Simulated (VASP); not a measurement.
SnTe: single point with LDA

Crystal: SnTe.

```
Sn Te
1.0
     0.00000    3.61115    3.61115
     3.61115    0.00000    3.61115
     3.61115    3.61115    0.00000
Sn Te
1 1
Direct
  0.00000 0.00000 0.00000
  0.75000 0.75000 0.75000
```

```json
{
 "Program": "VASP 6.6.1",
 "Task": "single point",
 "Functional": "LDA",
 "Potentials or basis": "VASP PAW LDA potentials, release 64 (Sn_d, Te)",
 "Cutoff": "520 eV",
 "k mesh": "6 × 6 × 6",
 "Occupations": "fermi-dirac, width 0.05 eV",
 "Spin": "non-collinear spin, zero start, spin-orbit coupling",
 "Starting moments": "[[0.0, 0.0, 0.0], [0.0, 0.0, 0.0]] μB",
 "Dipole correction": "no",
 "Further INCAR settings": "ALGO = Normal; EDIFF = 1e-06; NBANDS = 32"
}
```

```json
{
 "Pressure": "-2.2 GPa",
 "Net moment": "0.00 μB per cell",
 "Valence electrons inside the program's atomic spheres": "Sn 12.07; Te 3.36"
}
```

Moments on the atoms (μB; x, y, z):
```
Sn  0.00 0.00 0.00
Te  0.00 0.00 0.00
```

Wall time 4.6 min on 1 thread of Intel Xeon 8259CL, on a shared host, peak memory 0.43 GiB.
